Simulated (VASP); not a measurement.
# CdSe (P6_3/mmc) in VASP: further runs

Runs on CdSe. Level: PBE. Tasks: single point.

Program: VASP 6.6.1. These are calculated values, not measurements. Logs are shortened: lines on timing, memory, paths and dates and some standing lists are left out, and cuts for length are marked.

## (1) The cell of the first run

The structure is hexagonal, space group P6_3/mmc (No. 194). The conventional cell has a = 3.980 Å, b = 3.980 Å, c = 6.560 Å, α = 90.00°, β = 90.00°, γ = 120.00°. Cd (site symmetry -3m) has 6 Se at 2.82 Å and 2 Cd at 3.28 Å within 3.7 Å. Within 3.7 Å of Se (site symmetry -6m2) lie 6 Cd at 2.82 Å.

## (2) Single point, PBE (22.50 Å³/atom)

The input, INCAR:

```
PREC = Accurate
ENCUT = 520
EDIFF = 1E-6
ISMEAR = -1
SIGMA = 0.02
LREAL = F
LASPH = T
NELM = 60
ALGO = Normal
ISIF = 2
LWAVE = F
LCHARG = T
GGA = PE
LELF = T
LVHAR = T
NBANDS = 26
```

The input, KPOINTS:

```
Automatic mesh
0
Gamma
  6 6 4
```

The input, POSCAR:

```
CdSe
1.0
    3.9801848079      0.0000000000      0.0000000000
   -1.9900924039      3.4469411554      0.0000000000
    0.0000000000      0.0000000000      6.5604133278
Cd Se
2 2
Direct
    0.0000000000      0.0000000000      0.0000000000
    0.0000000000      0.0000000000      0.5000000000
    0.3333333333      0.6666666667      0.2500000000
    0.6666666667      0.3333333333      0.7500000000
```

Potentials or basis: VASP PAW PBE potentials, release 64 (Cd, Se).

On the command line:

```bash
$ cat potpaw_PBE.64/Cd/POTCAR potpaw_PBE.64/Se/POTCAR > POTCAR
$ mpirun -np 1 vasp_std > vasp.out
```

OUTCAR:

```text
PREC = Accurate
   ENCUT = 520
   EDIFF = 1E-6
   ISMEAR = -1
   LREAL = F
   LASPH = T
   NELM = 60
   ISIF = 2
   GGA = PE

 ion  position               nearest neighbor table
   1  0.000  0.000  0.000-   3 2.82   4 2.82   3 2.82   4 2.82   4 2.82   3 2.82   2 3.28   2 3.28

   2  0.000  0.000  0.500-   3 2.82   4 2.82   3 2.82   4 2.82   4 2.82   3 2.82   1 3.28   1 3.28

   3  0.333  0.667  0.250-   1 2.82   2 2.82   1 2.82   2 2.82   1 2.82   2 2.82
   4  0.667  0.333  0.750-   1 2.82   2 2.82   1 2.82   2 2.82   1 2.82   2 2.82

  LATTYP: Found a hexagonal cell.
 ALAT       =     3.9801848079
 C/A-ratio  =     1.6482685213

  Lattice vectors:

 A1 = (   3.9801848079,   0.0000000000,   0.0000000000)
 A2 = (  -1.9900924039,   3.4469411554,   0.0000000000)
 A3 = (   0.0000000000,   0.0000000000,   6.5604133278)

Analysis of symmetry for initial positions (statically):
=====================================================================
 Subroutine PRICEL returns:
 Original cell was already a primitive cell.

 Routine SETGRP: Setting up the symmetry group for a
 hexagonal supercell.

 Subroutine GETGRP returns: Found 24 space group operations
 (whereof 12 operations were pure point group operations)
 out of a pool of 24 trial point group operations.

The static configuration has the point symmetry D_3d.
 The point group associated with its full space group is D_6h.

Analysis of symmetry for dynamics (positions and initial velocities):
=====================================================================
 Subroutine PRICEL returns:
 Original cell was already a primitive cell.

 Routine SETGRP: Setting up the symmetry group for a
 hexagonal supercell.

 Subroutine GETGRP returns: Found 24 space group operations
 (whereof 12 operations were pure point group operations)
 out of a pool of 24 trial point group operations.

The dynamic configuration has the point symmetry D_3d.
 The point group associated with its full space group is D_6h.

 Subroutine INISYM returns: Found 24 space group operations
 (whereof 12 operations are pure point group operations),
 and found     1 'primitive' translations

----------------------------------------------------------------------------------------

                                     Primitive cell

  volume of cell :      90.0053

  direct lattice vectors                    reciprocal lattice vectors
     3.980184808  0.000000000  0.000000000     0.251244615  0.145056146  0.000000000
[... 86 lines left out ...]
   EDIFF  = 0.1E-05   stopping-criterion for ELM
   LREAL  =      F    real-space projection
   EDIFFG = 0.1E-04   stopping-criterion for IOM
   NSW    =      0    number of steps for IOM
   IBRION =     -1    ionic relax: 0-MD 1-quasi-New 2-CG
   NFREE  =      0    steps in history (QN), initial steepest desc. (CG)
   ISIF   =      2    stress and relaxation
   ISYM   =      2    0-nonsym 1-usesym 2-fastsym
   POTIM  = 0.5000    time-step for ionic-motion
   TEBEG  =    0.0;   TEEND  =   0.0 temperature during run
   PSTRESS=    0.0 pullay stress
   NELECT =      36.0000    total number of electrons
   NUPDOWN=      -1.0000    fix difference up-down
   EMIN   =  10.00;   EMAX   =-10.00  energy-range for DOS
   EFERMI =   0.00;   METHOD = LEGACY
   ISMEAR =    -1;   SIGMA  =   0.02  broadening in eV -4-tet -1-fermi 0-gaus
   EFERMI_NEDOS =   21; number of points for ismear=-14 and -15
   IALGO  =     38    algorithm
   IMIX   =      4    mixing-type and parameters
     AMIX     =   0.40;   BMIX     =  1.00
     AMIX_MAG =   1.60;   BMIX_MAG =  1.00
  volume/ion in A,a.u.               =      22.50       151.85
  Fermi-wavevector in a.u.,A,eV,Ry     =   1.206201  2.279389 19.795389  1.454920
  Thomas-Fermi vector in A             =   2.341875
   LORBIT       =      0    0 simple, 1 ext, 2 COOP (PROOUT), +10 PAW based schemes
   GGA     = PE    functional components
   LHFCALC =     F    Hartree Fock is set to
   AEXX    =    0.0000 exact exchange contribution
   IVDW    =     0    specifies the selected vdW correction
   LEPSILON=     F    determine dielectric tensor
   LRPA    =     F    only Hartree local field effects (RPA)
 non-spin polarized calculation
  energy-cutoff  :      520.00
  volume of cell :       90.01
 maximum number of plane-waves:      2472
 NGX is ok and might be reduce to    30
   NGX = 15   NGY = 15   NGZ = 25

 number of electron      35.9999996 magnetization

 Free energy of the ion-electron system (eV)
  ---------------------------------------------------
  ext. energy  EPLUGINS =         0.00000000
  ---------------------------------------------------
  free energy    TOTEN  =       -10.20787877 eV

  energy without entropy =      -10.20706576  energy(sigma->0) =      -10.20747226

 E-fermi :   2.8264     XC(G=0): -10.2323

 val. band max:        2.8230957929   @ k =   0.0000   0.0000   0.0000
 cond. band min:       3.0347131688   @ k =   0.3333   0.3333   0.0000
 fundamental gap:      0.2116173759
 Fermi energy:         2.8263875280

 k-point     1 :       0.0000    0.0000    0.0000
  band No.  band energies     occupation
      1     -10.4841      2.00000
      2      -9.4646      2.00000
      3      -5.6572      2.00000
      4      -5.6256      2.00000
      5      -5.6256      2.00000
      6      -5.3132      2.00000
[... 598 lines left out ...]
     25      11.4347      0.00000
     26      11.4347      0.00000

------------------------ aborting loop because EDIFF is reached ----------------------------------------

  FORCE on cell =-STRESS in cart. coord.  units (eV):
  Direction    XX          YY          ZZ          XY          YZ          ZX
  --------------------------------------------------------------------------------------
  -------------------------------------------------------------------------------------
  Total        2.6307187      2.6307187      2.8110241      0.0000000      0.0000000     -0.0000000
  in kB       46.8291943     46.8291943     50.0387943      0.0000000      0.0000000     -0.0000000
  external PRESSURE =      47.8990609 kB  Pullay stress =       0.0000000 kB

 VOLUME and BASIS-vectors are now :
 -----------------------------------------------------------------------------
  energy-cutoff  :      520.00
  volume of cell :       90.01
      direct lattice vectors                 reciprocal lattice vectors
     3.980184808  0.000000000  0.000000000     0.251244615  0.145056146  0.000000000
    -1.990092404  3.446941155  0.000000000     0.000000000  0.290112292  0.000000000
     0.000000000  0.000000000  6.560413328     0.000000000  0.000000000  0.152429420

 POSITION                                       TOTAL-FORCE (eV/Angst)
 -----------------------------------------------------------------------------------
      0.00000      0.00000      0.00000        -0.000000      0.000000      0.000000
      0.00000      0.00000      3.28021        -0.000000      0.000000      0.000000
     -0.00000      2.29796      1.64010         0.000000     -0.000000     -0.000000
      1.99009      1.14898      4.92031        -0.000000      0.000000      0.000000
 -----------------------------------------------------------------------------------
    total drift:                               -0.000000      0.000000     -0.000000

  FREE ENERGIE OF THE ION-ELECTRON SYSTEM (eV)
  ---------------------------------------------------
  free  energy   TOTEN  =       -10.2078787674 eV

  energy  without entropy=      -10.2070657625  energy(sigma->0) =      -10.20747226
```

OSZICAR:

```text
N       E                     dE             d eps       ncg     rms          rms(c)
DAV:   1     0.251294869165E+03    0.25129E+03   -0.17939E+04  1092   0.129E+03
DAV:   2     0.153703465653E+01   -0.24976E+03   -0.24025E+03  1184   0.324E+02
DAV:   3    -0.109704232073E+02   -0.12507E+02   -0.12448E+02  1302   0.730E+01
DAV:   4    -0.110495282352E+02   -0.79105E-01   -0.79049E-01  1192   0.541E+00
DAV:   5    -0.110498715738E+02   -0.34334E-03   -0.34332E-03  1264   0.348E-01    0.895E+00
DAV:   6    -0.102541425905E+02    0.79573E+00   -0.13587E+00  1228   0.116E+01    0.751E+00
DAV:   7    -0.102102194255E+02    0.43923E-01   -0.49844E-01  1224   0.377E+00    0.321E+00
DAV:   8    -0.102084334339E+02    0.17860E-02   -0.49058E-02  1146   0.229E+00    0.368E-01
DAV:   9    -0.102078729069E+02    0.56053E-03   -0.61189E-03  1222   0.888E-01    0.823E-02
DAV:  10    -0.102078577495E+02    0.15157E-04   -0.60816E-04  1150   0.240E-01    0.507E-02
DAV:  11    -0.102078965982E+02   -0.38849E-04   -0.11477E-04  1190   0.784E-02    0.251E-02
DAV:  12    -0.102078791308E+02    0.17467E-04   -0.72594E-05  1144   0.678E-02    0.666E-03
DAV:  13    -0.102078787674E+02    0.36340E-06   -0.68895E-06  1128   0.167E-02
   1 F= -.10207879E+02 E0= -.10207472E+02  d E =-.813005E-03
```

Run time: 53 s. Hardware: 1 thread of AMD EPYC 9R14 (Zen 4), shared host; peak memory 0.18 GiB.

Results:

| Item | Value |
| --- | --- |
| Free energy | -10.2079 eV |
| Pressure | 4.8 GPa |
| Band gap on the k mesh | 0.05 eV (least direct gap 0.09 eV) |

Stress tensor (GPa, compression positive):
```
4.68 0.00 0.00
0.00 4.68 0.00
0.00 0.00 5.00
```

Levels at points of the mesh, in eV from the valence-band top:
```
           k point  band 16  band 17  band 18  band 19  band 20  band 21
(0.00, 0.00, 0.00)    -0.75    -0.03    -0.03     0.05     2.82     6.10
(0.50, 0.00, 0.00)    -2.24    -1.81    -0.05     2.19     3.21     3.24
(0.00, 0.00, 0.50)    -0.36    -0.36    -0.36     2.61     2.61     6.44
(0.50, 0.00, 0.50)    -1.45    -1.31    -1.31     1.63     1.63     5.32
```

Caveat: the cell stands under pressure; the smearing spreads over this small gap; semilocal functionals underestimate gaps, and a narrow one can read as zero.

## (3) Single point, PBE (23.22 Å³/atom)

This run uses another cell than the first one, of 23.22 Å³/atom.

The input, INCAR:

```
ALGO = Normal
EDIFF = 1E-7
ENCUT = 520
GGA = PE
ISIF = 2
ISMEAR = -1
LASPH = T
LCHARG = F
LREAL = F
LWAVE = F
NBANDS = 26
NELM = 80
PREC = Accurate
SIGMA = 0.02
```

The input, KPOINTS:

```
k-points
0
Gamma
  6 6 4
```

The input, POSCAR:

```
CdSe
1.0
    4.0220845692      0.0000000000      0.0000000000
   -2.0110422846      3.4832274131      0.0000000000
    0.0000000000      0.0000000000      6.6294753853
Cd Se
2 2
Direct
    0.0000000000      0.0000000000      0.0000000000
    0.0000000000      0.0000000000      0.5000000000
    0.3333333333      0.6666666667      0.2500000000
    0.6666666667      0.3333333333      0.7500000000
```

Potentials or basis: VASP PAW PBE potentials, release 64 (Cd, Se).

On the command line:

```bash
$ cat potpaw_PBE.64/Cd/POTCAR potpaw_PBE.64/Se/POTCAR > POTCAR
$ mpirun -np 1 vasp_std > vasp.out
```

Wall time 54 s (1 thread of AMD EPYC 9R14 (Zen 4), shared host); peak memory 0.18 GiB.

It converged, with:

- Free energy: -10.2722 eV
- Pressure: 2.4 GPa
- Band gap on the k mesh: zero (bands 18 and 19 overlap by 0.04 eV)

Stress tensor (GPa, compression positive):
```
2.39 0.00 0.00
0.00 2.39 0.00
0.00 0.00 2.50
```

Levels at points of the mesh, in eV from the Fermi level:
| k point | band 14 | band 15 | band 16 | band 17 | band 18 | band 19 | band 20 | band 21 | band 22 | band 23 |
| --- | --- | --- | --- | --- | --- | --- | --- | --- | --- | --- |
| (0.00, 0.00, 0.00) | -0.73 | -0.73 | -0.73 | -0.11 | -0.08 | -0.08 | 2.79 | 6.06 | 6.06 | 6.75 |
| (0.50, 0.00, 0.00) | -3.78 | -3.11 | -2.16 | -1.79 | -0.09 | 2.07 | 3.14 | 3.21 | 5.23 | 6.76 |
| (0.00, 0.00, 0.50) | -3.66 | -0.38 | -0.38 | -0.38 | -0.38 | 2.46 | 2.46 | 6.35 | 6.35 | 6.38 |
| (0.50, 0.00, 0.50) | -4.83 | -1.43 | -1.43 | -1.27 | -1.27 | 1.58 | 1.58 | 5.31 | 5.31 | 7.51 |

Caveat: semilocal functionals underestimate gaps, and a narrow one can read as zero.

## (4) Single point, PBE

This run uses another cell than the first one, of 23.94 Å³/atom.

The input, INCAR:

```
SYSTEM = CdSe
PREC = Accurate
ENCUT = 520
EDIFF = 1E-6
ISMEAR = -1
SIGMA = 0.02
LREAL = .FALSE.
LASPH = .TRUE.
NELM = 60
ALGO = Normal
ISIF = 2
LWAVE = .FALSE.
LCHARG = .FALSE.
GGA = PE
NBANDS = 26
```

The input, KPOINTS:

```
regular mesh
0
G
  6 6 4
  0 0 0
```

The input, POSCAR:

```
CdSe
1.0
    4.0631290833      0.0000000000      0.0000000000
   -2.0315645416      3.5187730050      0.0000000000
    0.0000000000      0.0000000000      6.6971277659
Cd Se
2 2
Direct
    0.0000000000      0.0000000000      0.0000000000
    0.0000000000      0.0000000000      0.5000000000
    0.3333333333      0.6666666667      0.2500000000
    0.6666666667      0.3333333333      0.7500000000
```

On the command line:

```bash
$ cat potpaw_PBE.64/Cd/POTCAR potpaw_PBE.64/Se/POTCAR > POTCAR
$ mpirun -np 1 vasp_std > vasp.out
```

It took 50 s on 1 thread of AMD EPYC 9R14 (Zen 4), shared host; peak memory 0.18 GiB.

The run converged. Its results:

```
Free energy            : -10.2971 eV
Pressure               : 0.4 GPa
Band gap on the k mesh : zero (bands 18 and 19 overlap by 0.04 eV)
```

Levels at points of the mesh, in eV from the Fermi level:
| k point | band 14 | band 15 | band 16 | band 17 | band 18 | band 19 | band 20 | band 21 | band 22 | band 23 |
| --- | --- | --- | --- | --- | --- | --- | --- | --- | --- | --- |
| (0.00, 0.00, 0.00) | -0.68 | -0.68 | -0.68 | -0.23 | -0.08 | -0.08 | 2.79 | 6.05 | 6.05 | 6.47 |
| (0.50, 0.00, 0.00) | -3.60 | -2.96 | -2.04 | -1.74 | -0.09 | 2.00 | 3.10 | 3.22 | 5.24 | 6.70 |
| (0.00, 0.00, 0.50) | -3.56 | -0.36 | -0.36 | -0.36 | -0.36 | 2.36 | 2.36 | 6.29 | 6.29 | 6.36 |
| (0.50, 0.00, 0.50) | -4.66 | -1.37 | -1.37 | -1.21 | -1.21 | 1.56 | 1.56 | 5.33 | 5.33 | 7.36 |

Caveat: semilocal functionals underestimate gaps, and a narrow one can read as zero.

(Part 1 of 2 ends here.)

The gap in the log of VASP goes by the Fermi energy; the results here count the filled bands.